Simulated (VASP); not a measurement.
A run of VASP 6.6.1:

INCAR

```
SYSTEM = Os
PREC = Accurate
ENCUT = 600
EDIFF = 1E-6
ISMEAR = 0
SIGMA = 0.1
LREAL = .False.
LASPH = .True.
NELM = 80
ALGO = Normal
ISIF = 3
LWAVE = .False.
LCHARG = .False.
IBRION = 2
NSW = 70
EDIFFG = -0.005
```

KPOINTS

```
regular mesh
0
Gamma
  18 18 10
  0 0 0
```

File POSCAR:

```
Os
1.0
    2.7527908586      0.0000000000      0.0000000000
   -1.3763954293      2.3839868148      0.0000000000
    0.0000000000      0.0000000000      4.3508626228
Os
2
Direct
    0.3333333333      0.6666666667      0.2500000000
    0.6666666667      0.3333333333      0.7500000000
```

Potentials or basis: VASP PAW LDA potentials, release 64 (Os).

Command:

```sh
$ cat potpaw_LDA.64/Os/POTCAR > POTCAR
$ mpirun -np 1 vasp_std > vasp.out
```

Hardware: 1 thread of Intel(R) Xeon(R) Platinum 8488C (Sapphire Rapids), with other jobs on the host.

Task: Estimate the wall time of this run.

Result: It took 2.9 min on 1 thread of Intel(R) Xeon(R) Platinum 8488C (Sapphire Rapids), on a shared host, peak memory 0.22 GiB. Counts: scf iterations 45, k points 222, ion steps 7.
